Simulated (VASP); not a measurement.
Here is a VASP 6.6.1 calculation.

Contents of INCAR:

```
SYSTEM = Zr2TiN3
PREC     = Accurate       ! precision mode
ENCUT    = 600            ! plane-wave cutoff, eV
EDIFF    = 1E-6           ! SCF threshold, eV
ISMEAR   = 0              ! smearing method
SIGMA    = 0.1            ! smearing width, eV
LREAL    = .False.        ! projectors in reciprocal space
LASPH    = .True.         ! aspherical terms in the spheres
NELM     = 80             ! most SCF steps
ALGO     = Normal         ! electronic algorithm
ISIF     = 3              ! what is computed and relaxed
LWAVE    = .False.        ! write WAVECAR
LCHARG   = .False.        ! write CHGCAR
GGA      = PE             ! functional
IBRION   = 2              ! ionic algorithm
NSW      = 100            ! ionic steps
EDIFFG   = -0.01          ! ionic threshold
```

The input KPOINTS:

```
Automatic mesh
0
Gamma
  12 12 6
  0 0 0
```

Contents of POSCAR:

```
Zr2TiN3
1.0
    3.1702912684      0.0000000000      0.0000000000
   -1.5851456342      2.7455527758      0.0000000000
    0.0000000000      0.0000000000      7.7842477939
Zr Ti N
2 1 3
Direct
    0.6666666667      0.3333333333      0.8259667948
    0.3333333333      0.6666666667      0.1740332052
    0.0000000000      0.0000000000      0.5000000000
    0.3333333333      0.6666666667      0.6526852687
    0.6666666667      0.3333333333      0.3473147313
    0.0000000000      0.0000000000      0.0000000000
```

Potentials or basis: VASP PAW PBE potentials, release 64 (Zr_sv, Ti_sv, N).

Command:

```bash
$ cat potpaw_PBE.64/Zr_sv/POTCAR potpaw_PBE.64/Ti_sv/POTCAR potpaw_PBE.64/N/POTCAR > POTCAR
$ mpirun -np 1 vasp_std > vasp.out
```

Problem. What does it give for the band gap on the k mesh?

Solution. Zero (an odd number of electrons rules out a gap without spin polarisation).

Problem. What does it give for the space group after relaxing (to 0.1 Å)?

Solution. P-3m1 (No. 164).

Problem. Predict the relaxed cell.

Solution. a = 3.179 Å, b = 3.179 Å, c = 7.748 Å, α = 90.00°, β = 90.00°, γ = 120.00°.

Problem. Predict the relaxed volume.

Solution. 11.30 Å³/atom.

Forces on the atoms (eV/Å):
```
Zr   0.000  0.000 -0.003
Zr   0.000  0.000  0.003
Ti   0.000  0.000  0.000
N    0.000  0.000  0.005
N    0.000  0.000 -0.005
N    0.000  0.000  0.000
```
